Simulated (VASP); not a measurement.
Set up this calculation in VASP 6.6.1, as the native input.

| Item | Value |
| --- | --- |
| Task | single point |
| Functional | PBE |
| Potentials or basis | VASP PAW PBE potentials, release 64 (Ag, W_sv) |
| Cutoff | 520 eV |
| k mesh | 4 × 4 × 4 |
| Occupations | gaussian, width 0.1 eV |
| Spin | no spin polarisation |
| Dipole correction | no |
| Further INCAR settings | ALGO = Fast; EDIFF = 1e-06; NBANDS = 33 |

The structure of AgW lies in POSCAR:

```
AgW
1.0
    0.0000000000      3.2306340837      3.2306340837
    3.2306340837      0.0000000000      3.2306340837
    3.2306340837      3.2306340837      0.0000000000
Ag W
2 2
Direct
    0.5000000000      0.5000000000      0.5000000000
    0.7500000000      0.7500000000      0.7500000000
    0.0000000000      0.0000000000      0.0000000000
    0.2500000000      0.2500000000      0.2500000000
```

The input as run:

INCAR

```
PREC = Accurate
ENCUT = 520
EDIFF = 1E-6
ISMEAR = 0
SIGMA = 0.1
LREAL = False
LASPH = True
NELM = 60
ALGO = Fast
ISIF = 2
LWAVE = False
LCHARG = False
GGA = PE
NBANDS = 33
```

KPOINTS

```
regular mesh
0
Gamma
  4 4 4
```

Potentials or basis: VASP PAW PBE potentials, release 64 (Ag, W_sv).

Command:

```console
$ cat potpaw_PBE.64/Ag/POTCAR potpaw_PBE.64/W_sv/POTCAR > POTCAR
$ mpirun -np 1 vasp_std > vasp.out
```

Results of the run:

```json
{"Pressure": "0.0 GPa", "Band gap on the k mesh": "zero (bands 25 and 26 overlap by 1.40 eV)"}
```

Caveat: the k points lie up to 0.42 Å⁻¹ apart, too coarse for converged energies and pressures of a metal; spin-orbit coupling is left out, which moves the levels of the heavy elements.

Wall time 14 s on 1 thread of Intel(R) Xeon(R) 6975P-C (Granite Rapids) (shared host), peak memory 0.2 GiB.
